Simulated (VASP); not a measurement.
A run of VASP 6.6.1 is set up as follows.

File POSCAR:

```
IrO
1.0
    0.0000000000      2.2488615170      2.2488615170
    2.2488615170      0.0000000000      2.2488615170
    2.2488615170      2.2488615170      0.0000000000
Ir O
1 1
Direct
    0.0000000000      0.0000000000      0.0000000000
    0.2500000000      0.2500000000      0.2500000000
```

File INCAR.step1:

```
PREC     = Accurate       # precision mode
ENCUT    = 660            # plane-wave cutoff, eV
ISMEAR   = 0              # smearing method
SIGMA    = 0.1            # smearing width, eV
LREAL    = False          # projectors in reciprocal space
LASPH    = True           # aspherical terms in the spheres
NELM     = 120            # most SCF steps
NBANDS   = 18             # bands
GGA      = PE             # functional
ALGO     = Normal         # electronic algorithm
EDIFF    = 1E-5           # SCF threshold, eV
LWAVE    = True           # write WAVECAR
LCHARG   = False          # write CHGCAR
GGA_COMPAT= False
```

File INCAR.step2:

```
PREC     = Accurate       # precision mode
ENCUT    = 660            # plane-wave cutoff, eV
EDIFF    = 1E-6           # SCF threshold, eV
ISMEAR   = 0              # smearing method
SIGMA    = 0.1            # smearing width, eV
LREAL    = False          # projectors in reciprocal space
LASPH    = True           # aspherical terms in the spheres
NELM     = 120            # most SCF steps
ALGO     = Normal         # electronic algorithm
ISIF     = 2              # what is computed and relaxed
LWAVE    = False          # write WAVECAR
LCHARG   = True           # write CHGCAR
METAGGA  = R2SCAN         # meta-GGA
LMIXTAU  = True         
LELF     = True           # ELF
LVHAR    = True         
NBANDS   = 18             # bands
ISTART   = 1            
GGA_COMPAT= False
```

The input KPOINTS:

```
regular mesh
0
Gamma
  16 16 16
```

Potentials or basis: VASP PAW PBE potentials, release 64 (Ir_sv_GW, O).

Launch:

```bash
$ cat potpaw_PBE.64/Ir_sv_GW/POTCAR potpaw_PBE.64/O/POTCAR > POTCAR
$ cp INCAR.step1 INCAR
$ mpirun -np 1 vasp_std > vasp.out
$ cp INCAR.step2 INCAR
$ mpirun -np 1 vasp_std > vasp.out
```

(1) What does it give for the pressure?

Answers

(1) 43.6 GPa.

Caveat: the PAW data sets were made with another functional, which shifts forces and pressure a little; an odd number of electrons without spin polarisation forces a metal; a magnetic or distorted state may lie lower.
